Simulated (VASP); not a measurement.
The system is Y.

```
Y
1.0
     0.00000    2.54500    2.54500
     2.54500    0.00000    2.54500
     2.54500    2.54500    0.00000
Y
1
Direct
  0.00000 0.00000 0.00000
```

This isn't the form of Y at room conditions, which is hcp.

| Property | Result |
| --- | --- |
| Program | VASP 6.6.1 |
| Task | relaxation of cell and atoms |
| Functional | PBEsol |
| Potentials or basis | VASP PAW PBE potentials, release 64 (Y_sv) |
| Cutoff | 500 eV |
| k mesh | 14 × 14 × 14 |
| Occupations | methfessel-paxton, width 0.1 eV |
| Spin | no spin polarisation |

At the start: pressure -2.6 GPa; volume 32.97 Å³/atom.

Q: Where does the relaxation end?

A: Over 3 steps the energy falls by 19.5 meV/atom and the volume is 30.71 Å³/atom (-6.9 %); space group Fm-3m (No. 225, to 0.1 Å) before and after.

Step by step:
```tsv
step	energy change (eV)	largest force (eV/Å)	pressure (GPa)	volume (Å³)
1	0.0000	0.0000	-2.63	32.97
2	-0.0192	0.0000	0.37	30.45
3	-0.0195	0.0000	0.00	30.71
```

Final structure:
```yaml
crystal:
  lattice:
    - [0.00000, 2.48546, 2.48546]
    - [2.48546, 0.00000, 2.48546]
    - [2.48546, 2.48546, 0.00000]
  atoms:
    - { symbol: Y, position: [0.00000, 0.00000, 0.00000] }
```

Caveat: the PAW data sets were made with another functional, which shifts forces and pressure a little.
